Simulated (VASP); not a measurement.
Here is a VASP 6.6.1 calculation.

The input INCAR:

```
PREC = Accurate
ENCUT = 520
EDIFF = 1E-7
ISMEAR = -1
SIGMA = 0.05
LREAL = F
LASPH = T
NELM = 100
ALGO = Normal
ISIF = 2
LWAVE = F
LCHARG = F
NBANDS = 15
```

KPOINTS

```
regular mesh
0
Gamma
  10 10 9
```

File POSCAR:

```
TaN
1.0
    2.9067365312     -0.0000000029      0.0000000000
   -1.4533682631      2.5173076795      0.0000000000
    0.0000000000      0.0000000000      2.8513521580
Ta N
1 1
Direct
    0.3333333333      0.6666666667      0.5000000000
    0.0000000000      0.0000000000      0.0000000000
```

Potentials or basis: VASP PAW LDA potentials, release 64 (Ta_pv, N).

Run with:

```sh
$ cat potpaw_LDA.64/Ta_pv/POTCAR potpaw_LDA.64/N/POTCAR > POTCAR
$ mpirun -np 1 vasp_std > vasp.out
```

Question: What does it give for the pressure?

Answer: 2.0 GPa.

Question: Predict the band gap on the k mesh.

Answer: Zero (band 8 reaches 8.65 eV, above the bottom of band 9 at 8.35 eV).

Stress tensor (GPa, compression positive):
```
1.93 0.00 0.00
0.00 1.93 0.00
0.00 0.00 2.17
```

Caveat: spin-orbit coupling is left out, which moves the levels of the heavy elements.
